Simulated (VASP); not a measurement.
Wanted: the native input for a VASP 6.6.1 run.

```
Task                   : single point
Functional             : LDA
Potentials or basis    : VASP PAW LDA potentials, release 64 (Sn_d, Te)
Cutoff                 : 520 eV
k mesh                 : 6 × 6 × 6
Occupations            : gaussian, width 0.01 eV
Spin                   : no spin polarisation
Dipole correction      : no
Further INCAR settings : ALGO = Normal; EDIFF = 1e-07; NBANDS = 17
```

The structure of SnTe lies in POSCAR:

```
SnTe
1.0
    0.0000000000      3.6111460000      3.6111460000
    3.6111460000      0.0000000000      3.6111460000
    3.6111460000      3.6111460000      0.0000000000
Sn Te
1 1
Direct
    0.0000000000      0.0000000000      0.0000000000
    0.7500000000      0.7500000000      0.7500000000
```

These files were run (other wordings do the same):

INCAR

```
SYSTEM = SnTe
PREC = Accurate
ENCUT = 520
EDIFF = 1E-7
ISMEAR = 0
SIGMA = 0.01
LREAL = .False.
LASPH = .True.
NELM = 100
ALGO = Normal
ISIF = 2
LWAVE = .False.
LCHARG = .False.
GGA = CA
NBANDS = 17
```

KPOINTS

```
Automatic mesh
0
Gamma
  6 6 6
  0 0 0
```

Potentials or basis: VASP PAW LDA potentials, release 64 (Sn_d, Te).

Launch:

```sh
$ cat potpaw_LDA.64/Sn_d/POTCAR potpaw_LDA.64/Te/POTCAR > POTCAR
$ mpirun -np 1 vasp_std > vasp.out
```

It gave:

| Item | Value |
| --- | --- |
| Pressure | -2.1 GPa |
| Band gap on the k mesh | 0.19 eV, indirect (least direct gap 0.72 eV) |

Caveat: spin-orbit coupling is left out, which moves the levels of the heavy elements.

It took 14 s on 1 thread of Intel(R) Xeon(R) Platinum 8559C (Emerald Rapids) (shared host), peak memory 0.2 GiB.
